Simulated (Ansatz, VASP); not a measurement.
# Two plane-wave programs on ScGa3N2

```
Sc Ga N
1.0
     4.06158    0.00000    0.00000
     0.00000    4.06158    0.00000
     0.00000    0.00000    5.70688
Sc Ga N
1 3 2
Direct
  0.00000 0.00000 0.00000
  0.50000 0.00000 0.47280
  0.00000 0.50000 0.52720
  0.50000 0.50000 0.00000
  0.50000 0.00000 0.11045
  0.00000 0.50000 0.88955
```

Change from the starting cell: species swapped into the Ti2CuSb3 type (P-4m2, No. 115).

Alike in both runs: functional PBE; k mesh 6 × 6 × 4; occupations gaussian, width 0.1 eV; no spin polarisation.

Ansatz relaxed the structure, and its values are those at the end. VASP's run is a single point on that final structure, the one shown.

|  | VASP | Ansatz |
| --- | --- | --- |
| version | VASP 6.6.1 | Ansatz 0.2.0 |
| potentials or method | VASP PAW PBE potentials, release 64 (Sc_sv, Ga_d, N), cutoff 520 eV | scalar-relativistic, plane waves, PAW |
| valence electrons in the cell | 60 | 60 |

VASP gave:

```
gap on the k mesh at the Fermi level (eV) : none
pressure (GPa)                            : 0.4
rms of the force components (eV/Å)        : 0.014
```

**Question.** Estimate Ansatz's values.

**Answer.** gap on the k mesh at the Fermi level (eV): none; pressure (GPa): 0.0; rms of the force components (eV/Å): 0.002.

A gap of «none» marks a metal or a gap that the smearing closes.
